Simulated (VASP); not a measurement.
Here is a VASP 6.6.1 calculation.

Contents of INCAR:

```
SYSTEM = BN
  ALGO = Normal
  EDIFF = 1E-6
  ENCUT = 520
  GGA = PE
  ISIF = 2
  ISMEAR = 1
  LASPH = .TRUE.
  LCHARG = .TRUE.
  LELF = .TRUE.
  LREAL = .FALSE.
  LVHAR = .TRUE.
  LWAVE = .FALSE.
  NBANDS = 11
  NELM = 100
  PREC = Accurate
  SIGMA = 0.02
```

Contents of KPOINTS:

```
k-points
0
G
  4 4 4
  0 0 0
```

Contents of POSCAR:

```
BN
1.0
    0.0000000000      1.8075000000      1.8075000000
    1.8075000000      0.0000000000      1.8075000000
    1.8075000000      1.8075000000      0.0000000000
B N
1 1
Direct
    0.0000000000      0.0000000000      0.0000000000
    0.2500000000      0.2500000000      0.2500000000
```

Potentials or basis: VASP PAW PBE potentials, release 64 (B, N).

Command:

```bash
$ cat potpaw_PBE.64/B/POTCAR potpaw_PBE.64/N/POTCAR > POTCAR
$ mpirun -np 1 vasp_std > vasp.out
```

(1) What does it give for the pressure?

(2) Predict the band gap on the k mesh.

## Answers

(1) 4.0 GPa.

(2) 4.44 eV, indirect (least direct gap 8.79 eV).

Caveat: the k points lie up to 0.75 Å⁻¹ apart.
